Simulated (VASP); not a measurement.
# PbS (Cm) in VASP: single point with PBEsol

Aim: the single point of PbS with PBEsol.

Program: VASP 6.6.1. These are calculated values, not measurements. Logs are shortened: lines on timing, memory, paths and dates and some standing lists are left out, and cuts for length are marked.

**1. The cell of the first run**

Symmetry: Cm, No. 8, monoclinic system. Conventional cell: a = 11.656 Å, b = 3.838 Å, c = 4.251 Å, α = 90.00°, β = 93.39°, γ = 90.00°. Pb (site symmetry m) has 5 S at 2.50 to 2.86 Å within 3.3 Å. Within 3.6 Å of Pb (site symmetry m) lie 5 S at 2.69 to 2.88 Å. S (site symmetry m) has 5 Pb at 2.50 to 2.88 Å within 3.3 Å. Within 3.6 Å of S (site symmetry m) lie 5 Pb at 2.69 to 2.86 Å.

**2. Single point, PBEsol (strained and its atoms moved)**

INCAR reads:

```
SYSTEM = PbS
PREC     = Accurate       ! precision mode
ENCUT    = 520            ! plane-wave cutoff, eV
EDIFF    = 1E-6           ! SCF threshold, eV
ISMEAR   = 0              ! smearing method
SIGMA    = 0.02           ! smearing width, eV
LREAL    = .FALSE.        ! projectors in reciprocal space
LASPH    = .TRUE.         ! aspherical terms in the spheres
NELM     = 100            ! most SCF steps
ALGO     = Normal         ! electronic algorithm
ISIF     = 2              ! what is computed and relaxed
LWAVE    = .FALSE.        ! write WAVECAR
LCHARG   = .FALSE.        ! write CHGCAR
GGA      = PS             ! functional
NBANDS   = 28             ! bands
```

KPOINTS reads:

```
regular mesh
0
G
  8 8 6
  0 0 0
```

POSCAR reads:

```
PbS
1.0
    1.9189227574     -5.8254577678      0.1739872610
    1.9189227574      5.8254577678     -0.1739872610
    0.0000000000     -0.1242714801      4.2487237953
Pb S
2 2
Direct
    0.8637462772      0.1362537228      0.7424524825
    0.1280763481      0.8719236519      0.2583025423
    0.6488007870      0.3511992130      0.7563995055
    0.3593765877      0.6406234123      0.2428454697
```

Potentials or basis: VASP PAW PBE potentials, release 64 (Pb_d, S).

Command:

```bash
$ cat potpaw_PBE.64/Pb_d/POTCAR potpaw_PBE.64/S/POTCAR > POTCAR
$ mpirun -np 1 vasp_std > vasp.out
```

OUTCAR:

```text
SYSTEM = PbS
   PREC = Accurate
   ENCUT = 520
   EDIFF = 1E-6
   ISMEAR = 0
   LREAL = .FALSE.
   LASPH = .TRUE.
   NELM = 100
   ISIF = 2
   GGA = PS

 ion  position               nearest neighbor table
   1  0.864  0.136  0.742-   3 2.50   4 2.86   4 2.86   4 2.86   4 2.86   2 3.60   2 3.89   2 3.91
                             2 3.91   2 4.02   2 4.02
   2  0.128  0.872  0.258-   4 2.69   3 2.87   3 2.87   3 2.88   3 2.88   1 3.60   1 3.89   1 3.91
                             1 3.91   1 4.02   1 4.02
   3  0.649  0.351  0.756-   1 2.50   2 2.87   2 2.87   2 2.88   2 2.88
   4  0.359  0.641  0.243-   2 2.69   1 2.86   1 2.86   1 2.86   1 2.86

  LATTYP: Found a base centered monoclinic cell.
 ALAT       =    11.6561108045
 B/A-ratio  =     0.3292560940
 C/A-ratio  =     0.3646620124
 COS(beta)  =    -0.0590642335

  Lattice vectors:

 A1 = (   1.9189227574,   5.8254577678,  -0.1739872610)
 A2 = (  -1.9189227574,   5.8254577678,  -0.1739872610)
 A3 = (   0.0000000000,  -0.1242714801,   4.2487237953)

Analysis of symmetry for initial positions (statically):
=====================================================================
 Subroutine PRICEL returns:
 Original cell was already a primitive cell.

 Routine SETGRP: Setting up the symmetry group for a
 base centered monoclinic supercell.

 Subroutine GETGRP returns: Found  2 space group operations
 (whereof  2 operations were pure point group operations)
 out of a pool of  4 trial point group operations.

The static configuration has the point symmetry C_1h.

Analysis of symmetry for dynamics (positions and initial velocities):
=====================================================================
 Subroutine PRICEL returns:
 Original cell was already a primitive cell.

 Routine SETGRP: Setting up the symmetry group for a
 base centered monoclinic supercell.

 Subroutine GETGRP returns: Found  2 space group operations
 (whereof  2 operations were pure point group operations)
 out of a pool of  4 trial point group operations.

The dynamic configuration has the point symmetry C_1h.

 Subroutine INISYM returns: Found  2 space group operations
 (whereof  2 operations are pure point group operations),
 and found     1 'primitive' translations

----------------------------------------------------------------------------------------

                                     Primitive cell

  volume of cell :      94.9066

  direct lattice vectors                    reciprocal lattice vectors
     1.918922757 -5.825457768  0.173987261     0.260562859 -0.085905209 -0.002512653
     1.918922757  5.825457768 -0.173987261     0.260562859  0.085905209  0.002512653
     0.000000000 -0.124271480  4.248723795     0.000000000  0.007035718  0.235570582

  length of vectors
     6.135836888  6.135836888  4.250540823     0.274370228  0.274370228  0.235675626

  position of ions in fractional coordinates (direct lattice)
     0.863746277  0.136253723  0.742452482
     0.128076348  0.871923652  0.258302542
     0.648800787  0.351199213  0.756399505
     0.359376588  0.640623412  0.242845470

  ion indices of the primitive-cell ions
   primitive index   ion index
                 1           1
                 2           2
                 3           3
                 4           4

----------------------------------------------------------------------------------------

 KPOINTS: regular mesh

Automatic generation of k-mesh.
 Grid dimensions read from file:
 generate k-points for:    8    8    6

 Generating k-lattice:

  Cartesian coordinates                     Fractional coordinates (reciprocal lattice)
     0.032570357 -0.010738151 -0.000314082     0.125000000 -0.000000000 -0.000000000
     0.032570357  0.010738151  0.000314082    -0.000000000  0.125000000  0.000000000
     0.000000000  0.001172620  0.039261764    -0.000000000  0.000000000  0.166666667

  Length of vectors
     0.034296278  0.034296278  0.039279271

  Shift w.r.t. Gamma in fractional coordinates (k-lattice)
     0.000000000  0.000000000  0.000000000

 Subroutine IBZKPT returns following result:
 ===========================================

 Found    114 irreducible k-points:

 Following reciprocal coordinates:
            Coordinates               Weight
  0.000000  0.000000  0.000000      1.000000
  0.125000 -0.000000  0.000000      4.000000
  0.250000 -0.000000  0.000000      4.000000
  0.375000 -0.000000  0.000000      4.000000
  0.500000 -0.000000  0.000000      2.000000
  0.125000  0.125000  0.000000      2.000000
[... 16 lines left out ...]
  0.125000 -0.000000  0.166667      4.000000
  0.250000 -0.000000  0.166667      4.000000
 [... further k-points ...]
   k-points           NKPTS =    114   k-points in BZ     NKDIM =    114   number of bands    NBANDS=     28
   number of dos      NEDOS =    301   number of ions     NIONS =      4
   total plane-waves  NPLWV =  73728
   dimension x,y,z NGX =    48 NGY =   48 NGZ =   32
   dimension x,y,z NGXF=    96 NGYF=   96 NGZF=   64
   ions per type =               2   2
   NGX,Y,Z   is equivalent  to a cutoff of  13.01, 13.01, 12.52 a.u.
   NGXF,Y,Z  is equivalent  to a cutoff of  26.01, 26.01, 25.03 a.u.
 SYSTEM =  PbS
   PREC   = accura    normal or accurate (medium, high low for compatibility)
   ISTART =      0    job   : 0-new  1-cont  2-samecut
   ICHARG =      2    charge: 1-file 2-atom 10-const
   ISPIN  =      1    spin polarized calculation?
   LNONCOLLINEAR =      F non collinear calculations
   LSORBIT =      F    spin-orbit coupling
   LASPH  =      T    aspherical Exc in radial PAW
   ENCUT  =  520.0 eV  38.22 Ry    6.18 a.u.  11.41 11.41  7.90*2*pi/ulx,y,z
   NELM   =    100;   NELMIN=  2; NELMDL= -5     # of ELM steps
   EDIFF  = 0.1E-05   stopping-criterion for ELM
   LREAL  =      F    real-space projection
   EDIFFG = 0.1E-04   stopping-criterion for IOM
   NSW    =      0    number of steps for IOM
   IBRION =     -1    ionic relax: 0-MD 1-quasi-New 2-CG
   NFREE  =      0    steps in history (QN), initial steepest desc. (CG)
   ISIF   =      2    stress and relaxation
   ISYM   =      2    0-nonsym 1-usesym 2-fastsym
   POTIM  = 0.5000    time-step for ionic-motion
   TEBEG  =    0.0;   TEEND  =   0.0 temperature during run
   PSTRESS=    0.0 pullay stress
   NELECT =      40.0000    total number of electrons
   NUPDOWN=      -1.0000    fix difference up-down
   EMIN   =  10.00;   EMAX   =-10.00  energy-range for DOS
   EFERMI =   0.00;   METHOD = LEGACY
   ISMEAR =     0;   SIGMA  =   0.02  broadening in eV -4-tet -1-fermi 0-gaus
   EFERMI_NEDOS =   21; number of points for ismear=-14 and -15
   IALGO  =     38    algorithm
   IMIX   =      4    mixing-type and parameters
     AMIX     =   0.40;   BMIX     =  1.00
     AMIX_MAG =   1.60;   BMIX_MAG =  1.00
  volume/ion in A,a.u.               =      23.73       160.12
  Fermi-wavevector in a.u.,A,eV,Ry     =   1.227428  2.319502 20.498256  1.506579
  Thomas-Fermi vector in A             =   2.362392
   LORBIT       =      0    0 simple, 1 ext, 2 COOP (PROOUT), +10 PAW based schemes
   GGA     = PS    functional components
   LHFCALC =     F    Hartree Fock is set to
   AEXX    =    0.0000 exact exchange contribution
   IVDW    =     0    specifies the selected vdW correction
   LEPSILON=     F    determine dielectric tensor
   LRPA    =     F    only Hartree local field effects (RPA)
 non-spin polarized calculation
 Gauss-broadening in eV      SIGMA  =   0.02
  energy-cutoff  :      520.00
  volume of cell :       94.91
 maximum number of plane-waves:      2573
 NGX is ok and might be reduce to    48
   NGX = 23   NGY = 23   NGZ = 15

 number of electron      39.9999996 magnetization

 Free energy of the ion-electron system (eV)
  ---------------------------------------------------
  ext. energy  EPLUGINS =         0.00000000
  ---------------------------------------------------
  free energy    TOTEN  =       -18.50240230 eV

  energy without entropy =      -18.50240230  energy(sigma->0) =      -18.50240230

 E-fermi :   6.8531     XC(G=0): -10.3323

 val. band max:        6.6922521839   @ k =   0.0000   0.0000   0.5000
 cond. band min:       7.1121747424   @ k =   0.2500   0.1250   0.0000
 fundamental gap:      0.4199225585
 Fermi energy:         6.8531017055

 k-point     1 :       0.0000    0.0000    0.0000
  band No.  band energies     occupation
      1     -10.3586      2.00000
      2     -10.2348      2.00000
      3     -10.1570      2.00000
      4     -10.1565      2.00000
      5     -10.1297      2.00000
      6     -10.0891      2.00000
[... 20 lines left out ...]
     27      12.8540      0.00000
     28      13.1343      0.00000

 k-point     2 :       0.1250   -0.0000    0.0000
  band No.  band energies     occupation
      1     -10.3392      2.00000
      2     -10.2208      2.00000
      3     -10.1695      2.00000
      4     -10.1523      2.00000
      5     -10.1383      2.00000
      6     -10.0815      2.00000
[... 20 lines left out ...]
     27      12.7319      0.00000
     28      13.0507      0.00000

 k-point     3 :       0.2500   -0.0000    0.0000
  band No.  band energies     occupation
      1     -10.2921      2.00000
      2     -10.1957      2.00000
      3     -10.1869      2.00000
      4     -10.1585      2.00000
      5     -10.1449      2.00000
      6     -10.0717      2.00000
[... 20 lines left out ...]
     27      13.4857      0.00000
     28      13.6073      0.00000

 k-point     4 :       0.3750   -0.0000    0.0000
  band No.  band energies     occupation
      1     -10.2423      2.00000
      2     -10.2202      2.00000
      3     -10.1792      2.00000
      4     -10.1553      2.00000
      5     -10.1380      2.00000
      6     -10.0700      2.00000
[... 20 lines left out ...]
     27      13.8002      0.00000
     28      14.4465      0.00000

 k-point     5 :       0.5000   -0.0000    0.0000
  band No.  band energies     occupation
      1     -10.2317      2.00000
      2     -10.2155      2.00000
      3     -10.1908      2.00000
      4     -10.1481      2.00000
      5     -10.1313      2.00000
      6     -10.0710      2.00000
[... 20 lines left out ...]
     27      13.7886      0.00000
     28      15.0497      0.00000

 k-point     6 :       0.1250    0.1250    0.0000
  band No.  band energies     occupation
      1     -10.2935      2.00000
      2     -10.1963      2.00000
      3     -10.1872      2.00000
      4     -10.1589      2.00000
      5     -10.1463      2.00000
      6     -10.0717      2.00000
[... 463 lines left out ...]
      5     -10.1309      2.00000
      6     -10.0863      2.00000
[... 20 lines left out ...]
     27      13.3067      0.00000
     28      13.7774      0.00000

 k-point    22 :      -0.0000    0.0000    0.1667
  band No.  band energies     occupation
      1     -10.3339      2.00000
      2     -10.2263      2.00000
      3     -10.1658      2.00000
      4     -10.1556      2.00000
      5     -10.1312      2.00000
      6     -10.0918      2.00000
[... 20 lines left out ...]
     27      12.5411      0.00000
     28      13.7736      0.00000

 k-point    23 :       0.1250   -0.0000    0.1667
  band No.  band energies     occupation
      1     -10.3194      2.00000
      2     -10.2160      2.00000
      3     -10.1797      2.00000
      4     -10.1552      2.00000
      5     -10.1382      2.00000
      6     -10.0796      2.00000
[... 20 lines left out ...]
     27      13.6469      0.00000
     28      14.0787      0.00000

 k-point    24 :       0.2500   -0.0000    0.1667
  band No.  band energies     occupation
      1     -10.2921      2.00000
      2     -10.2162      2.00000
      3     -10.1773      2.00000
      4     -10.1606      2.00000
      5     -10.1455      2.00000
      6     -10.0612      2.00000
[... 20 lines left out ...]
     27      13.8683      0.00000
     28      14.3171      0.00000

 [... further k-points ...]

------------------------ aborting loop because EDIFF is reached ----------------------------------------

  FORCE on cell =-STRESS in cart. coord.  units (eV):
  Direction    XX          YY          ZZ          XY          YZ          ZX
  --------------------------------------------------------------------------------------
  -------------------------------------------------------------------------------------
  Total        4.6476931      3.4223925      2.9463394      0.0000000      0.5719950      0.0000000
  in kB       78.4605837     57.7755266     49.7389783      0.0000000      9.6562014      0.0000000
  external PRESSURE =      61.9916962 kB  Pullay stress =       0.0000000 kB

 VOLUME and BASIS-vectors are now :
 -----------------------------------------------------------------------------
  energy-cutoff  :      520.00
  volume of cell :       94.91
      direct lattice vectors                 reciprocal lattice vectors
     1.918922757 -5.825457768  0.173987261     0.260562859 -0.085905209 -0.002512653
     1.918922757  5.825457768 -0.173987261     0.260562859  0.085905209  0.002512653
     0.000000000 -0.124271480  4.248723795     0.000000000  0.007035718  0.235570582

 POSITION                                       TOTAL-FORCE (eV/Angst)
 -----------------------------------------------------------------------------------
      1.91892     -4.33024      3.28105         0.000000     -1.468738      0.000671
      1.91892      4.30115      0.96804         0.000000      0.345688     -0.005272
      1.91892     -1.82766      3.26551         0.000000      1.166261      0.103436
      1.91892      1.60821      0.98285         0.000000     -0.043210     -0.098834
 -----------------------------------------------------------------------------------
    total drift:                               -0.000000     -0.000996      0.000042

  FREE ENERGIE OF THE ION-ELECTRON SYSTEM (eV)
  ---------------------------------------------------
  free  energy   TOTEN  =       -18.5024023033 eV

  energy  without entropy=      -18.5024023033  energy(sigma->0) =      -18.50240230
```

Wall time 2.9 min (1 thread of Intel Xeon 6975P-C (Granite Rapids), shared host); peak memory 0.41 GiB.

What came out:

```
Free energy            : -18.5024 eV
Pressure               : 6.2 GPa
Largest force          : 1.469 eV/Å
Band gap on the k mesh : 0.42 eV, indirect (least direct gap 1.05 eV)
```

Forces in eV/Å, atoms in the order of the input:
```
Pb   0.000 -1.469  0.001
Pb   0.000  0.346 -0.005
S    0.000  1.166  0.103
S    0.000 -0.043 -0.099
```

Caveat: the cell differs from its parent crystal (strained and its atoms moved); the PAW data sets were made with another functional, which shifts forces and pressure a little; spin-orbit coupling is left out, which moves the levels of the heavy elements. A k mesh can miss the band edges.
